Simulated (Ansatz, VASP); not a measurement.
## One calculation of Al4Co3Ni, two programs

Contents of INCAR:

```
SYSTEM = Al4Co3Ni
PREC = Accurate ; ENCUT = 520
EDIFF = 1E-6 ; ISMEAR = 0
SIGMA = 0.1 ; LREAL = .False.
LASPH = .True. ; NELM = 150
ALGO = Fast ; ISIF = 2
LWAVE = .False. ; LCHARG = .False.
ISPIN = 2 ; MAGMOM = 0 0 0 0 0.14 0.34 0.34 0.34
LORBIT = 11 ; LMAXMIX = 4
GGA = PE ; NBANDS = 38
```

Contents of KPOINTS:

```
Automatic mesh
0
Gamma
  4 4 4
  0 0 0
```

POSCAR

```
Al4Co3Ni
1.0
    4.0395551000      0.0000000000      0.0000000000
    0.0000000000      4.0395551000      0.0000000000
    0.0000000000      0.0000000000      5.7687082000
Al Ni Co
4 1 3
Direct
    0.0000000000      0.5000000000      0.7525820000
    0.0000000000      0.5000000000      0.2474180000
    0.5000000000      0.0000000000      0.7525820000
    0.5000000000      0.0000000000      0.2474180000
    0.5000000000      0.5000000000      0.5000000000
    0.0000000000      0.0000000000      0.0000000000
    0.0000000000      0.0000000000      0.5000000000
    0.5000000000      0.5000000000      0.0000000000
```

Input for Ansatz:

```yaml
crystal:
  lattice:
    - [4.0395551, 0.0, 0.0]
    - [0.0, 4.0395551, 0.0]
    - [0.0, 0.0, 5.7687082]
  atoms:
    - { symbol: Al, position: [0.0, 0.5, 0.752582] }
    - { symbol: Al, position: [0.0, 0.5, 0.247418] }
    - { symbol: Al, position: [0.5, 0.0, 0.752582] }
    - { symbol: Al, position: [0.5, 0.0, 0.247418] }
    - { symbol: Ni, position: [0.5, 0.5, 0.5], spin: 0.14 }
    - { symbol: Co, position: [0.0, 0.0, 0.0], spin: 0.34 }
    - { symbol: Co, position: [0.0, 0.0, 0.5], spin: 0.34 }
    - { symbol: Co, position: [0.5, 0.5, 0.0], spin: 0.34 }
basis:
  ecutwfc: 420
kpoints:
  mp_grid: { grid: [4, 4, 4] }
hamiltonian:
  xc: pbe
scf:
  occupations: { method: gaussian, width: 0.1 }
  lower_state_search: "off"
output:
  forces: true
  stress: true
  eigenvalues: true
  populations: true
magnetization:
  spin_polarized: true
```

Alike in both runs: task single point; functional PBE; k mesh 4 × 4 × 4; occupations gaussian, width 0.1 eV; collinear spin.

|  | VASP | Ansatz |
| --- | --- | --- |
| version | VASP 6.6.1 | Ansatz 0.2.0 |
| potentials or method | VASP PAW PBE potentials, release 64 (Al, Ni, Co), cutoff 520 eV | scalar-relativistic, plane waves, PAW |
| valence electrons in the cell | 49 | 81 |

|  | VASP | Ansatz | Ansatz less VASP |
| --- | --- | --- | --- |
| gap on the k mesh at the Fermi level (eV) | none | none | - |
| pressure (GPa) | -0.2 | -0.2 | +0.04 |
| traceless stress, the component that is largest in VASP (GPa) | -0.62 | -0.50 | +0.112 |
| rms of the force components (eV/Å) | 0.005 | 0.006 | +0.0008 |
| net moment per atom (μB) | 0.07 | 0.07 | +0.001 |
| size of the moment on the site where the two differ most (μB) | 0.27 | 0.30 | +0.027 |

Site moments also hang on the region over which each program counts them. Atom by atom the forces differ by 0.001 eV/Å (rms over components). A gap of «none» marks a metal or a gap that the smearing closes. VASP's potentials hold 49 valence electrons a cell and Ansatz's 81, so a difference there can come from the potentials and not from the codes.

The k mesh is coarse, so the values compare programs but aren't converged.
